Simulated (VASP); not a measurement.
A run of VASP 6.6.1 is set up as follows.

INCAR

```
ALGO = Normal ; EDIFF = 1E-6
ENCUT = 520 ; GGA = PS
ISIF = 2 ; ISMEAR = 0
LASPH = T ; LCHARG = T
LELF = T ; LREAL = F
LVHAR = T ; LWAVE = F
NBANDS = 14 ; NELM = 80
PREC = Accurate ; SIGMA = 0.1
```

The input KPOINTS:

```
k-points
0
Gamma
  18 18 18
```

The input POSCAR:

```
TiH
1.0
   -1.6453460205      1.6453460205      2.5065897413
    1.6453460205     -1.6453460205      2.5065897413
    1.6453460205      1.6453460205     -2.5065897413
Ti H
1 1
Direct
    0.0000000000      0.0000000000      0.0000000000
    0.7500000000      0.2500000000      0.5000000000
```

Potentials or basis: VASP PAW PBE potentials, release 64 (Ti_sv, H).

Run with:

```bash
$ cat potpaw_PBE.64/Ti_sv/POTCAR potpaw_PBE.64/H/POTCAR > POTCAR
$ mpirun -np 1 vasp_std > vasp.out
```

Q: What does it give for the pressure?

A: -22.9 GPa.

Stress tensor (GPa, compression positive):
```
-22.09   0.00   0.00
  0.00 -22.09   0.00
  0.00   0.00 -24.51
```

Caveat: the cell differs from its parent crystal (Zr replaced by Ti, lengths x 0.956, strained); the PAW data sets were made with another functional, which shifts forces and pressure a little.
